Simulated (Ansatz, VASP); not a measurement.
# RuS2 in VASP and in Ansatz

```
CELL_PARAMETERS angstrom
3.38443 0.00000 0.00000
-1.69221 2.93100 0.00000
0.00000 0.00000 4.87660
ATOMIC_POSITIONS crystal
Ru 0.00000 0.00000 0.00000
S 0.66667 0.33333 0.72858
S 0.33333 0.66667 0.27142
```

Alike in both runs: functional PBE; dispersion D3(BJ); k mesh 6 × 6 × 4; occupations gaussian, width 0.1 eV; collinear spin.

Ansatz relaxed the structure, and its values are those at the end. VASP's run is a single point on that final structure, the one shown.

```csv
,VASP,Ansatz
version,VASP 6.6.1,Ansatz 0.2.0
potentials or method,"VASP PAW PBE potentials, release 64 (Ru_pv, S), cutoff 520 eV","scalar-relativistic, plane waves, PAW"
valence electrons in the cell,26,28
```

Ansatz gave:

| Quantity | Value |
| --- | --- |
| gap on the k mesh at the Fermi level (eV) | none |
| pressure (GPa) | 0.0 |
| rms of the force components (eV/Å) | 0.001 |
| net moment per atom (μB) | 0.17 |
| size of the moment on the site where the two differ most (μB) | 0.35 |

Question: Estimate VASP's values.

Answer: gap on the k mesh at the Fermi level (eV): none; pressure (GPa): -0.2; rms of the force components (eV/Å): 0.011; net moment per atom (μB): 0.17; size of the moment on the site where the two differ most (μB): 0.40.

Site moments also hang on the region over which each program counts them. A gap of «none» marks a metal or a gap that the smearing closes. VASP's potentials hold 26 valence electrons a cell and Ansatz's 28, so a difference there can come from the potentials and not from the codes.
